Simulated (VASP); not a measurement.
# Al3Cu2 (P-3m1) in VASP: notebook

Runs on Al3Cu2. Level: LDA. Tasks: single point.

Program: VASP 6.6.1. These are calculated values, not measurements. Logs are shortened: lines on timing, memory, paths and dates and some standing lists are left out, and cuts for length are marked.

## (1) The cell of the first run

It takes space group P-3m1 (No. 164, trigonal). Conventional cell: a = 4.056 Å, b = 4.056 Å, c = 4.932 Å, α = 90.00°, β = 90.00°, γ = 120.00°. Within 3.3 Å of Al (site symmetry -3m) lie 6 Cu at 2.47 Å and 6 Al at 2.91 Å. Al (site symmetry 3m) has 5 Cu at 2.42 to 2.53 Å and 6 Al at 2.77 to 2.91 Å within 3.2 Å. Within 3.2 Å of Cu (site symmetry 3m) lie 8 Al at 2.42 to 2.53 Å and 3 Cu at 2.81 Å.

## (2) Single point, LDA

File INCAR:

```
SYSTEM = Al3Cu2
ALGO = Fast
EDIFF = 1E-7
ENCUT = 520
ISIF = 2
ISMEAR = 0
LASPH = .True.
LCHARG = .False.
LREAL = .False.
LWAVE = .False.
NBANDS = 24
NELM = 100
PREC = Accurate
SIGMA = 0.1
```

File KPOINTS:

```
k-points
0
Gamma
  12 12 8
  0 0 0
```

File POSCAR:

```
Al3Cu2
1.0
    4.0557157516      0.0000000000      0.0000000000
   -2.0278578758      3.5123528714      0.0000000000
    0.0000000000      0.0000000000      4.9315479608
Al Cu
3 2
Direct
    0.0000000000      0.0000000000      0.0000000000
    0.3333333333      0.6666666667      0.3508928116
    0.6666666667      0.3333333333      0.6491071884
    0.3333333333      0.6666666667      0.8415870660
    0.6666666667      0.3333333333      0.1584129340
```

Potentials or basis: VASP PAW LDA potentials, release 64 (Al, Cu).

On the command line:

```
> cat potpaw_LDA.64/Al/POTCAR potpaw_LDA.64/Cu/POTCAR > POTCAR
> mpirun -np 1 vasp_std > vasp.out
```

OUTCAR:

```text
SYSTEM = Al3Cu2
   EDIFF = 1E-7
   ENCUT = 520
   ISIF = 2
   ISMEAR = 0
   LASPH = .True.
   LREAL = .False.
   NELM = 100
   PREC = Accurate

 ion  position               nearest neighbor table
   1  0.000  0.000  0.000-   4 2.47   5 2.47   4 2.47   5 2.47   5 2.47   4 2.47   2 2.91   3 2.91
                             2 2.91   3 2.91   2 2.91   3 2.91
   2  0.333  0.667  0.351-   4 2.42   4 2.51   5 2.53   5 2.53   5 2.53   3 2.77   3 2.77   3 2.77
                             1 2.91   1 2.91   1 2.91
   3  0.667  0.333  0.649-   5 2.42   5 2.51   4 2.53   4 2.53   4 2.53   2 2.77   2 2.77   2 2.77
                             1 2.91   1 2.91   1 2.91
   4  0.333  0.667  0.842-   2 2.42   1 2.47   1 2.47   1 2.47   2 2.51   3 2.53   3 2.53   3 2.53

   5  0.667  0.333  0.158-   3 2.42   1 2.47   1 2.47   1 2.47   3 2.51   2 2.53   2 2.53   2 2.53

  LATTYP: Found a hexagonal cell.
 ALAT       =     4.0557157516
 C/A-ratio  =     1.2159500968

  Lattice vectors:

 A1 = (   4.0557157516,   0.0000000000,   0.0000000000)
 A2 = (  -2.0278578758,   3.5123528714,   0.0000000000)
 A3 = (   0.0000000000,   0.0000000000,   4.9315479608)

Analysis of symmetry for initial positions (statically):
=====================================================================
 Subroutine PRICEL returns:
 Original cell was already a primitive cell.

 Routine SETGRP: Setting up the symmetry group for a
 hexagonal supercell.

 Subroutine GETGRP returns: Found 12 space group operations
 (whereof 12 operations were pure point group operations)
 out of a pool of 24 trial point group operations.

The static configuration has the point symmetry D_3d.

Analysis of symmetry for dynamics (positions and initial velocities):
=====================================================================
 Subroutine PRICEL returns:
 Original cell was already a primitive cell.

 Routine SETGRP: Setting up the symmetry group for a
 hexagonal supercell.

 Subroutine GETGRP returns: Found 12 space group operations
 (whereof 12 operations were pure point group operations)
 out of a pool of 24 trial point group operations.

The dynamic configuration has the point symmetry D_3d.

 Subroutine INISYM returns: Found 12 space group operations
 (whereof 12 operations are pure point group operations),
 and found     1 'primitive' translations

----------------------------------------------------------------------------------------

                                     Primitive cell

  volume of cell :      70.2504

  direct lattice vectors                    reciprocal lattice vectors
     4.055715752  0.000000000  0.000000000     0.246565603  0.142354717  0.000000000
    -2.027857876  3.512352871  0.000000000     0.000000000  0.284709435  0.000000000
     0.000000000  0.000000000  4.931547961     0.000000000  0.000000000  0.202776087

  length of vectors
     4.055715752  4.055715752  4.931547961     0.284709435  0.284709435  0.202776087

  position of ions in fractional coordinates (direct lattice)
     0.000000000  0.000000000  0.000000000
     0.333333333  0.666666667  0.350892812
     0.666666667  0.333333333  0.649107188
     0.333333333  0.666666667  0.841587066
     0.666666667  0.333333333  0.158412934

  ion indices of the primitive-cell ions
   primitive index   ion index
                 1           1
                 2           2
                 3           3
                 4           4
                 5           5

----------------------------------------------------------------------------------------

 KPOINTS: k-points

Automatic generation of k-mesh.
 Grid dimensions read from file:
 generate k-points for:   12   12    8

 Generating k-lattice:

  Cartesian coordinates                     Fractional coordinates (reciprocal lattice)
     0.020547134  0.011862893  0.000000000     0.083333333 -0.000000000  0.000000000
     0.000000000  0.023725786  0.000000000     0.000000000  0.083333333  0.000000000
     0.000000000  0.000000000  0.025347011     0.000000000  0.000000000  0.125000000

  Length of vectors
     0.023725786  0.023725786  0.025347011

  Shift w.r.t. Gamma in fractional coordinates (k-lattice)
     0.000000000  0.000000000  0.000000000

 Subroutine IBZKPT returns following result:
 ===========================================

 Found    131 irreducible k-points:

 Following reciprocal coordinates:
            Coordinates               Weight
  0.000000  0.000000  0.000000      1.000000
  0.083333  0.000000  0.000000      6.000000
  0.166667  0.000000  0.000000      6.000000
  0.250000  0.000000  0.000000      6.000000
  0.333333  0.000000  0.000000      6.000000
  0.416667  0.000000  0.000000      6.000000
[... 16 lines left out ...]
  0.166667  0.000000  0.125000      6.000000
  0.000000  0.166667  0.125000      6.000000
 [... further k-points ...]
   k-points           NKPTS =    131   k-points in BZ     NKDIM =    131   number of bands    NBANDS=     24
   number of dos      NEDOS =    301   number of ions     NIONS =      5
   total plane-waves  NPLWV =  36000
   dimension x,y,z NGX =    30 NGY =   30 NGZ =   40
   dimension x,y,z NGXF=    60 NGYF=   60 NGZF=   80
   ions per type =               3   2
   NGX,Y,Z   is equivalent  to a cutoff of  12.30, 12.30, 13.48 a.u.
   NGXF,Y,Z  is equivalent  to a cutoff of  24.59, 24.59, 26.97 a.u.
 SYSTEM =  Al3Cu2
   PREC   = accura    normal or accurate (medium, high low for compatibility)
   ISTART =      0    job   : 0-new  1-cont  2-samecut
   ICHARG =      2    charge: 1-file 2-atom 10-const
   ISPIN  =      1    spin polarized calculation?
   LNONCOLLINEAR =      F non collinear calculations
   LSORBIT =      F    spin-orbit coupling
   LASPH  =      T    aspherical Exc in radial PAW
   ENCUT  =  520.0 eV  38.22 Ry    6.18 a.u.   7.54  7.54  9.17*2*pi/ulx,y,z
   NELM   =    100;   NELMIN=  2; NELMDL= -5     # of ELM steps
   EDIFF  = 0.1E-06   stopping-criterion for ELM
   LREAL  =      F    real-space projection
   EDIFFG = 0.1E-05   stopping-criterion for IOM
   NSW    =      0    number of steps for IOM
   IBRION =     -1    ionic relax: 0-MD 1-quasi-New 2-CG
   NFREE  =      0    steps in history (QN), initial steepest desc. (CG)
   ISIF   =      2    stress and relaxation
   ISYM   =      2    0-nonsym 1-usesym 2-fastsym
   POTIM  = 0.5000    time-step for ionic-motion
   TEBEG  =    0.0;   TEEND  =   0.0 temperature during run
   PSTRESS=    0.0 pullay stress
   NELECT =      31.0000    total number of electrons
   NUPDOWN=      -1.0000    fix difference up-down
   EMIN   =  10.00;   EMAX   =-10.00  energy-range for DOS
   EFERMI =   0.00;   METHOD = LEGACY
   ISMEAR =     0;   SIGMA  =   0.10  broadening in eV -4-tet -1-fermi 0-gaus
   EFERMI_NEDOS =   21; number of points for ismear=-14 and -15
   IALGO  =     68    algorithm
   IMIX   =      4    mixing-type and parameters
     AMIX     =   0.40;   BMIX     =  1.00
     AMIX_MAG =   1.60;   BMIX_MAG =  1.00
  volume/ion in A,a.u.               =      14.05        94.81
  Fermi-wavevector in a.u.,A,eV,Ry     =   1.246366  2.355291 21.135690  1.553429
  Thomas-Fermi vector in A             =   2.380547
   LORBIT       =      0    0 simple, 1 ext, 2 COOP (PROOUT), +10 PAW based schemes
   GGA     = CA    functional components
   LHFCALC =     F    Hartree Fock is set to
   AEXX    =    0.0000 exact exchange contribution
   IVDW    =     0    specifies the selected vdW correction
   LEPSILON=     F    determine dielectric tensor
   LRPA    =     F    only Hartree local field effects (RPA)
 non-spin polarized calculation
 RMM-DIIS sequential band-by-band and
 Gauss-broadening in eV      SIGMA  =   0.10
  energy-cutoff  :      520.00
  volume of cell :       70.25
 maximum number of plane-waves:      1914
   NGX = 15   NGY = 15   NGZ = 19

 number of electron      31.0000009 magnetization

 Free energy of the ion-electron system (eV)
  ---------------------------------------------------
  ext. energy  EPLUGINS =         0.00000000
  ---------------------------------------------------
  free energy    TOTEN  =       -22.91680086 eV

  energy without entropy =      -22.91025415  energy(sigma->0) =      -22.91352750

 E-fermi :   8.5601     XC(G=0): -11.3178

 val. band max:        8.5311342202   @ k =   0.1667   0.1667   0.2500
 cond. band min:       8.5609424771   @ k =   0.3333   0.0833   0.0000
 fundamental gap:      0.0298082569
 Fermi energy:         8.5601072248

 k-point     1 :       0.0000    0.0000    0.0000
  band No.  band energies     occupation
      1      -2.9216      2.00000
      2       1.9333      2.00000
      3       2.5055      2.00000
      4       2.9742      2.00000
      5       2.9742      2.00000
      6       3.3369      2.00000
[... 16 lines left out ...]
     23      14.4561      0.00000
     24      14.4561      0.00000

 k-point     2 :       0.0833    0.0000    0.0000
  band No.  band energies     occupation
      1      -2.8375      2.00000
      2       1.9743      2.00000
      3       2.4884      2.00000
      4       3.0006      2.00000
      5       3.0036      2.00000
      6       3.3205      2.00000
[... 16 lines left out ...]
     23      14.2004      0.00000
     24      14.2152      0.00000

 k-point     3 :       0.1667    0.0000    0.0000
  band No.  band energies     occupation
      1      -2.5864      2.00000
      2       2.0805      2.00000
      3       2.4279      2.00000
      4       3.0693      2.00000
      5       3.0766      2.00000
      6       3.2776      2.00000
[... 16 lines left out ...]
     23      13.8277      0.00000
     24      14.1885      0.00000

 k-point     4 :       0.2500    0.0000    0.0000
  band No.  band energies     occupation
      1      -2.1724      2.00000
      2       2.1813      2.00000
      3       2.2760      2.00000
      4       3.0445      2.00000
      5       3.1905      2.00000
      6       3.2913      2.00000
[... 16 lines left out ...]
     23      13.9071      0.00000
     24      14.3176      0.00000

 k-point     5 :       0.3333    0.0000    0.0000
  band No.  band energies     occupation
      1      -1.6045      2.00000
      2       1.7596      2.00000
      3       2.2522      2.00000
      4       2.9935      2.00000
      5       3.3060      2.00000
      6       3.3535      2.00000
[... 16 lines left out ...]
     23      14.6286      0.00000
     24      15.4317      0.00000

 k-point     6 :       0.4167    0.0000    0.0000
  band No.  band energies     occupation
      1      -0.9057      2.00000
      2       0.9446      2.00000
      3       2.2389      2.00000
      4       3.0503      2.00000
      5       3.3649      2.00000
      6       3.3740      2.00000
[... 16 lines left out ...]
     23      15.9783      0.00000
     24      16.9436      0.00000
[... 379 lines left out ...]
 k-point    21 :       0.0833    0.0000    0.1250
  band No.  band energies     occupation
      1      -2.7469      2.00000
      2       1.4582      2.00000
      3       2.6466      2.00000
      4       2.9852      2.00000
      5       2.9863      2.00000
      6       3.3247      2.00000
[... 16 lines left out ...]
     23      14.2817      0.00000
     24      14.5161      0.00000

 k-point    22 :       0.0000    0.0833    0.1250
  band No.  band energies     occupation
      1      -2.7468      2.00000
      2       1.4566      2.00000
      3       2.6468      2.00000
      4       2.9865      2.00000
      5       2.9873      2.00000
      6       3.3113      2.00000
[... 16 lines left out ...]
     23      14.1187      0.00000
     24      14.3373      0.00000

 k-point    23 :       0.1667    0.0000    0.1250
  band No.  band energies     occupation
      1      -2.4963      2.00000
      2       1.6247      2.00000
      3       2.5623      2.00000
      4       2.9881      2.00000
      5       3.0634      2.00000
      6       3.3254      2.00000
[... 16 lines left out ...]
     23      14.1581      0.00000
     24      14.7880      0.00000

 k-point    24 :       0.0000    0.1667    0.1250
  band No.  band energies     occupation
      1      -2.4959      2.00000
      2       1.6111      2.00000
      3       2.5472      2.00000
      4       3.0466      2.00000
      5       3.0603      2.00000
      6       3.2722      2.00000
[... 16 lines left out ...]
     23      14.1872      0.00000
     24      14.6126      0.00000

 [... further k-points ...]

------------------------ aborting loop because EDIFF is reached ----------------------------------------

  FORCE on cell =-STRESS in cart. coord.  units (eV):
  Direction    XX          YY          ZZ          XY          YZ          ZX
  --------------------------------------------------------------------------------------
  -------------------------------------------------------------------------------------
  Total        0.1830936      0.1830936      0.2000715      0.0000000      0.0000000      0.0000000
  in kB        4.1757536      4.1757536      4.5629629      0.0000000      0.0000000      0.0000000
  external PRESSURE =       4.3048234 kB  Pullay stress =       0.0000000 kB

 VOLUME and BASIS-vectors are now :
 -----------------------------------------------------------------------------
  energy-cutoff  :      520.00
  volume of cell :       70.25
      direct lattice vectors                 reciprocal lattice vectors
     4.055715752  0.000000000  0.000000000     0.246565603  0.142354717  0.000000000
    -2.027857876  3.512352871  0.000000000     0.000000000  0.284709435  0.000000000
     0.000000000  0.000000000  4.931547961     0.000000000  0.000000000  0.202776087

 POSITION                                       TOTAL-FORCE (eV/Angst)
 -----------------------------------------------------------------------------------
      0.00000      0.00000      0.00000        -0.000000      0.000000      0.000000
     -0.00000      2.34157      1.73044         0.000000      0.000000      0.004475
      2.02786      1.17078      3.20110        -0.000000     -0.000000     -0.004475
     -0.00000      2.34157      4.15033         0.000000      0.000000      0.000947
      2.02786      1.17078      0.78122        -0.000000      0.000000     -0.000947
 -----------------------------------------------------------------------------------
    total drift:                               -0.000000      0.000000     -0.000000

  FREE ENERGIE OF THE ION-ELECTRON SYSTEM (eV)
  ---------------------------------------------------
  free  energy   TOTEN  =       -22.9168008587 eV

  energy  without entropy=      -22.9102541500  energy(sigma->0) =      -22.91352750
```

Run time: 10 min. Hardware: 1 thread of Intel Xeon 8259CL, shared host; peak memory 0.3 GiB.

What came out:

* Free energy: -22.9168 eV
* Pressure: 0.4 GPa
* Largest force: 0.004 eV/Å
* Band gap on the k mesh: zero (an odd number of electrons rules out a gap without spin polarisation)

Forces in eV/Å, atoms in the order of the input:
```
Al   0.000  0.000  0.000
Al   0.000  0.000  0.004
Al   0.000  0.000 -0.004
Cu   0.000  0.000  0.001
Cu   0.000  0.000 -0.001
```

Levels at points of the mesh, in eV from the Fermi level:
```csv
k point,band 12,band 13,band 14,band 15,band 16,band 17,band 18,band 19
"(0.00, 0.00, 0.00)",-3.80,-3.74,-0.22,-0.22,1.36,1.36,2.59,2.95
"(0.50, 0.00, 0.00)",-4.26,-3.12,-3.04,-2.63,-0.76,-0.04,0.38,3.07
"(0.00, 0.00, 0.50)",-4.34,1.20,1.20,1.31,1.31,1.81,2.48,2.48
"(0.50, 0.00, 0.50)",-4.38,-4.29,-3.64,-1.81,-0.18,0.76,0.98,5.21
```

## (3) Single point, LDA

File INCAR:

```
SYSTEM = Al3Cu2
ALGO = Fast
EDIFF = 1E-6
ENCUT = 520
GGA = CA
ISIF = 2
ISMEAR = 0
LASPH = .TRUE.
LCHARG = .TRUE.
LELF = .TRUE.
LREAL = .FALSE.
LVHAR = .TRUE.
LWAVE = .FALSE.
NBANDS = 24
NELM = 80
PREC = Accurate
SIGMA = 0.15
```

File KPOINTS:

```
k-points
0
G
  12 12 8
  0 0 0
```

POSCAR is that of step 2.

Potentials or basis: VASP PAW LDA potentials, release 64 (Al, Cu).

On the command line:

```
> cat potpaw_LDA.64/Al/POTCAR potpaw_LDA.64/Cu/POTCAR > POTCAR
> mpirun -np 1 vasp_std > vasp.out
```

Run time: 9.9 min. Hardware: 1 thread of Intel Xeon 8259CL, shared host; peak memory 0.3 GiB.

Results (log left out):

| Item | Value |
| --- | --- |
| Free energy | -22.9208 eV |
| Pressure | 0.5 GPa |
| Largest force | 0.004 eV/Å |
| Band gap on the k mesh | zero (an odd number of electrons rules out a gap without spin polarisation) |

Forces in eV/Å, atoms in the order of the input:
```
Al   0.000  0.000  0.000
Al   0.000  0.000  0.004
Al   0.000  0.000 -0.004
Cu   0.000  0.000  0.003
Cu   0.000  0.000 -0.003
```

Levels at points of the mesh, in eV from the Fermi level:
```tsv
k point	band 11	band 12	band 13	band 14	band 15	band 16	band 17	band 18	band 19	band 20
(0.00, 0.00, 0.00)	-4.30	-3.80	-3.74	-0.21	-0.21	1.36	1.36	2.60	2.95	5.42
(0.50, 0.00, 0.00)	-4.45	-4.26	-3.12	-3.04	-2.63	-0.76	-0.04	0.38	3.08	3.87
(0.00, 0.00, 0.50)	-4.34	-4.34	1.21	1.21	1.32	1.32	1.81	2.48	2.48	2.55
(0.50, 0.00, 0.50)	-4.47	-4.37	-4.28	-3.64	-1.81	-0.17	0.76	0.99	5.21	5.44
```

The gap in the log of VASP goes by the Fermi energy; the results here count the filled bands.